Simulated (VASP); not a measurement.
Write the native input for VASP 6.6.1 that does the following.

| Item | Value |
| --- | --- |
| Task | single point |
| Functional | PBE |
| Potentials or basis | VASP PAW PBE potentials, release 64 (Ta_pv, N) |
| Cutoff | 520 eV |
| k mesh | 2 × 2 × 2 |
| Occupations | fermi-dirac, width 0.17 eV |
| Spin | no spin polarisation |
| Dipole correction | no |
| Further INCAR settings | LREAL = Auto; ALGO = Normal; EDIFF = 1e-06; NBANDS = 78 |

The structure of TaN lies in POSCAR:

```
TaN
1.0
   -2.9399420000     -5.0921290000      0.0000000000
    4.4099130000     -2.5460650000      0.0000000000
    0.0000000000      0.0000000000      5.7803500000
Ta N
8 8
Direct
    0.7199209728      0.5004465858      0.2338785714
    0.7537747835      0.5145122239      0.7274645999
    0.5256004216      0.0086701835      0.2546212600
    0.4927484907      0.0165200500      0.7228974024
    0.2177759681      0.5213365241      0.2484970633
    0.2497764598      0.5313320931      0.7656283789
    0.0066894908      0.0212627131      0.2531853607
   -0.0092615020      0.0286562844      0.7469270892
    0.4616289236      0.6702994506      0.0402743778
    0.4616281935      0.6688476880      0.4913889297
    0.2583274883      0.2066180971     -0.0065047964
    0.2676439594      0.2309927015      0.5082218205
   -0.0069571079      0.6651937365      0.0048958973
    0.0182190265      0.7009351162      0.5143633171
    0.7609511599      0.1677249132     -0.0006227997
    0.7560699661      0.1922944621      0.4982397260
```

The input as run:

INCAR

```
PREC = Accurate
ENCUT = 520
EDIFF = 1E-6
ISMEAR = -1
SIGMA = 0.17
LREAL = Auto
LASPH = True
NELM = 80
ALGO = Normal
ISIF = 2
LWAVE = False
LCHARG = True
GGA = PE
LELF = True
LVHAR = True
NBANDS = 78
```

KPOINTS

```
regular mesh
0
Gamma
  2 2 2
```

Potentials or basis: VASP PAW PBE potentials, release 64 (Ta_pv, N).

The run is started by

```sh
$ cat potpaw_PBE.64/Ta_pv/POTCAR potpaw_PBE.64/N/POTCAR > POTCAR
$ mpirun -np 1 vasp_std > vasp.out
```

It gave:

```
Pressure               : 13.5 GPa
Largest force          : 4.744 eV/Å
Band gap on the k mesh : 0.29 eV
```

Caveat: the k points lie up to 0.62 Å⁻¹ apart; spin-orbit coupling is left out, which moves the levels of the heavy elements; forces of over 1 eV/Å act on the atoms, so gaps and moduli don't describe the material at rest.

Run time: 2.7 min on 1 thread of AMD EPYC 7R13 Processor (Zen 3), with other jobs on the host, peak memory 0.29 GiB.
